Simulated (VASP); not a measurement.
**Si2Br: single point with PBE**

The system is Si2Br.

```xyz
9
Lattice="7.8204 0.0000 0.0000 -3.9102 6.7726 0.0000 0.0000 0.0000 4.8229" Properties=species:S:1:pos:R:3 pbc="T T T"
Si    0.4392    1.3520    1.2844
Si    2.5197    6.4770    2.8920
Si   -2.9589    5.7163    4.4996
Si    0.9513    1.0564    3.5385
Si    4.3494    5.4206    1.9308
Si    6.4299    0.2956    0.3232
Br    4.1567    0.0000    1.6076
Br   -2.0784    3.5998    3.2152
Br    1.8318    3.1728    0.0000
```

* Program: VASP 6.6.1
* Task: single point
* Functional: PBE
* Potentials or basis: VASP PAW PBE potentials, release 64 (Si, Br)
* Cutoff: 520 eV
* k mesh: 6 × 6 × 8
* Occupations: gaussian, width 0.1 eV
* Spin: no spin polarisation

```json
{
 "Pressure": "0.0 GPa",
 "Largest force": "0.010 eV/Å",
 "Band gap on the k mesh": "zero (an odd number of electrons rules out a gap without spin polarisation)"
}
```

Forces in eV/Å, atoms in the order of the input:
```
Si  -0.007 -0.002  0.006
Si   0.005 -0.004  0.006
Si   0.001  0.007  0.006
Si   0.001 -0.007 -0.006
Si  -0.007  0.002 -0.006
Si   0.005  0.004 -0.006
Br   0.000  0.000  0.000
Br   0.000  0.000  0.000
Br   0.000  0.000  0.000
```

Levels at points of the mesh, in eV from the Fermi level:
```
           k point  band 19  band 20  band 21  band 22  band 23  band 24  band 25  band 26
(0.00, 0.00, 0.00)    -1.72    -1.72    -1.16    -0.98    -0.95    -0.95     2.57     2.69
(0.50, 0.00, 0.00)    -1.40    -1.40    -0.89    -0.63    -0.53    -0.31     1.98     2.04
(0.00, 0.00, 0.50)    -1.67    -0.83    -0.83    -0.65     0.68     0.68     1.82     1.83
(0.50, 0.00, 0.50)    -1.87    -1.31    -0.98    -0.11     1.37     1.59     1.88     2.02
```

It took 7.6 min on 1 thread of Intel(R) Xeon(R) Platinum 8175M CPU @ 2.50GHz (Skylake/Cascade Lake), with other jobs on the host, peak memory 0.5 GiB.

Caveat: an odd number of electrons without spin polarisation forces a metal; a magnetic or distorted state may lie lower.
